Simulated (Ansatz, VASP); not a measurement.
**One calculation of FeSi, two programs**

Contents of INCAR:

```
SYSTEM = FeSi
PREC = Accurate
ENCUT = 520
EDIFF = 1E-6
ISMEAR = 0
SIGMA = 0.02
LREAL = .FALSE.
LASPH = .TRUE.
NELM = 150
ALGO = Normal
ISIF = 2
LWAVE = .FALSE.
LCHARG = .FALSE.
ISPIN = 2
MAGMOM = 1 1 1 1 0 0 0 0
LORBIT = 11
LMAXMIX = 4
LDAU = .TRUE.
LDAUTYPE = 2
LDAUL = 2 -1
LDAUU = 2 0
LDAUJ = 0 0
LDAUPRINT = 1
GGA = PE
NBANDS = 38
```

KPOINTS

```
regular mesh
0
G
  8 8 8
  0 0 0
```

File POSCAR:

```
FeSi
1.0
    4.5507000000      0.0000000000      0.0000000000
    0.0000000000      4.5507000000      0.0000000000
    0.0000000000      0.0000000000      4.5507000000
Fe Si
4 4
Direct
    0.1365200000      0.1365200000      0.1365200000
    0.3634800000      0.8634800000      0.6365200000
    0.6365200000      0.3634800000      0.8634800000
    0.8634800000      0.6365200000      0.3634800000
    0.8424000000      0.8424000000      0.8424000000
    0.6576000000      0.1576000000      0.3424000000
    0.3424000000      0.6576000000      0.1576000000
    0.1576000000      0.3424000000      0.6576000000
```

Input for Ansatz:

```yaml
crystal:
  lattice:
    - [4.5507, 0.0, 0.0]
    - [0.0, 4.5507, 0.0]
    - [0.0, 0.0, 4.5507]
  atoms:
    - { symbol: Fe, position: [0.13652, 0.13652, 0.13652], spin: 1.0 }
    - { symbol: Fe, position: [0.36348, 0.86348, 0.63652], spin: 1.0 }
    - { symbol: Fe, position: [0.63652, 0.36348, 0.86348], spin: 1.0 }
    - { symbol: Fe, position: [0.86348, 0.63652, 0.36348], spin: 1.0 }
    - { symbol: Si, position: [0.8424, 0.8424, 0.8424] }
    - { symbol: Si, position: [0.6576, 0.1576, 0.3424] }
    - { symbol: Si, position: [0.3424, 0.6576, 0.1576] }
    - { symbol: Si, position: [0.1576, 0.3424, 0.6576] }
magnetization:
  spin_polarized: true
scf:
  occupations: { method: gaussian, width: 0.02 }
output:
  forces: true
  stress: true
  populations: true
hamiltonian:
  hubbard: { sites: [{ species: Fe, l: d, u_eff: 2.0 }] }
  xc: pbe
kpoints:
  mp_grid: { grid: [8, 8, 8] }
```

Alike in both runs: task single point; functional PBE; k mesh 8 × 8 × 8; occupations gaussian, width 0.02 eV; collinear spin; Hubbard terms Fe d U = 2.0 eV.

|  | VASP | Ansatz |
| --- | --- | --- |
| version | VASP 6.6.1 | Ansatz 0.2.0 |
| potentials or method | VASP PAW PBE potentials, release 64 (Fe, Si) | scalar-relativistic, plane waves, PAW |
| plane-wave cutoff (eV) | 520 | 420 |
| valence electrons in the cell | 48 | 80 |

Ansatz gave:

* gap on the k mesh at the Fermi level (eV): none
* pressure (GPa): -7.1
* rms of the force components (eV/Å): 0.139
* net moment per atom (μB): 0.61
* size of the moment on the site where the two differ most (μB): 1.24

Task: What did VASP give for the same quantities?

Result: gap on the k mesh at the Fermi level (eV): none; pressure (GPa): -8.6; rms of the force components (eV/Å): 0.102; net moment per atom (μB): 0.62; size of the moment on the site where the two differ most (μB): 1.47.

Site moments also hang on the region over which each program counts them. The programs project onto different local orbitals, so the same U acts differently, and such runs can settle in different states. Atom by atom the forces differ by 0.098 eV/Å (rms over components). A gap of «none» marks a metal or a gap that the smearing closes. VASP's potentials hold 48 valence electrons a cell and Ansatz's 80, so a difference there can come from the potentials and not from the codes. Ansatz's warnings: filled band counts differ across k points, stability check not made.
